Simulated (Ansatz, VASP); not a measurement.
## Two plane-wave programs on CO2

INCAR

```
SYSTEM = CO2
ALGO     = Normal         ! electronic algorithm
EDIFF    = 1E-6           ! SCF threshold, eV
ENCUT    = 520            ! plane-wave cutoff, eV
GGA      = PE             ! functional
ISIF     = 2              ! what is computed and relaxed
ISMEAR   = 0              ! smearing method
LASPH    = .True.         ! aspherical terms in the spheres
LCHARG   = .False.        ! write CHGCAR
LREAL    = .False.        ! projectors in reciprocal space
LWAVE    = .False.        ! write WAVECAR
NBANDS   = 44             ! bands
NELM     = 100            ! most SCF steps
PREC     = Accurate       ! precision mode
SIGMA    = 0.05           ! smearing width, eV
```

KPOINTS

```
k-points
0
Gamma
  4 4 4
  0 0 0
```

File POSCAR:

```
CO2
1.0
    6.3059153310      0.0000000000      0.0000000000
    0.0000000000      6.3059153310      0.0000000000
    0.0000000000      0.0000000000      6.3059153310
C O
4 8
Direct
    0.0000000000      0.0000000000      0.0000000000
    0.5000000000      0.0000000000      0.5000000000
    0.5000000000      0.5000000000      0.0000000000
    0.0000000000      0.5000000000      0.5000000000
    0.1114834447      0.1114834447      0.1114834447
    0.3885165553      0.8885165553      0.6114834447
    0.6114834447      0.3885165553      0.8885165553
    0.8885165553      0.6114834447      0.3885165553
    0.8885165553      0.8885165553      0.8885165553
    0.6114834447      0.1114834447      0.3885165553
    0.3885165553      0.6114834447      0.1114834447
    0.1114834447      0.3885165553      0.6114834447
```

Input for Ansatz:

```yaml
crystal:
  lattice:
    - [6.305915331, 0.0, 0.0]
    - [0.0, 6.305915331, 0.0]
    - [0.0, 0.0, 6.305915331]
  atoms:
    - { symbol: C, position: [0.0, 0.0, 0.0] }
    - { symbol: C, position: [0.5, 0.0, 0.5] }
    - { symbol: C, position: [0.5, 0.5, 0.0] }
    - { symbol: C, position: [0.0, 0.5, 0.5] }
    - { symbol: O, position: [0.1114834447, 0.1114834447, 0.1114834447] }
    - { symbol: O, position: [0.3885165553, 0.8885165553, 0.6114834447] }
    - { symbol: O, position: [0.6114834447, 0.3885165553, 0.8885165553] }
    - { symbol: O, position: [0.8885165553, 0.6114834447, 0.3885165553] }
    - { symbol: O, position: [0.8885165553, 0.8885165553, 0.8885165553] }
    - { symbol: O, position: [0.6114834447, 0.1114834447, 0.3885165553] }
    - { symbol: O, position: [0.3885165553, 0.6114834447, 0.1114834447] }
    - { symbol: O, position: [0.1114834447, 0.3885165553, 0.6114834447] }
basis:
  ecutwfc: 520.0
kpoints:
  mp_grid: { grid: [4, 4, 4] }
hamiltonian:
  xc: pbe
scf:
  occupations: { method: gaussian, width: 0.05 }
output:
  forces: true
  stress: true
  eigenvalues: true
```

Alike in both runs: task single point; functional PBE; k mesh 4 × 4 × 4; occupations gaussian, width 0.05 eV; no spin polarisation.

|  | VASP | Ansatz |
| --- | --- | --- |
| version | VASP 6.6.1 | Ansatz 0.2.0 |
| potentials or method | VASP PAW PBE potentials, release 64 (C, O), cutoff 520 eV | scalar-relativistic, plane waves, PAW |
| valence electrons in the cell | 64 | 64 |

Ansatz gave:

| Item | Value |
| --- | --- |
| gap on the k mesh at the Fermi level (eV) | 6.26 |
| least direct gap on the mesh (eV) | 6.26 |
| pressure (GPa) | -8.7 |
| rms of the force components (eV/Å) | 1.946 |

Task: What did VASP give for the same quantities?

Result: gap on the k mesh at the Fermi level (eV): 6.24; least direct gap on the mesh (eV): 6.24; pressure (GPa): -7.9; rms of the force components (eV/Å): 1.731.

Atom by atom the forces differ by 0.216 eV/Å (rms over components).

Noted on VASP's run: the standard files for N, O and F lose accuracy on very short bonds.
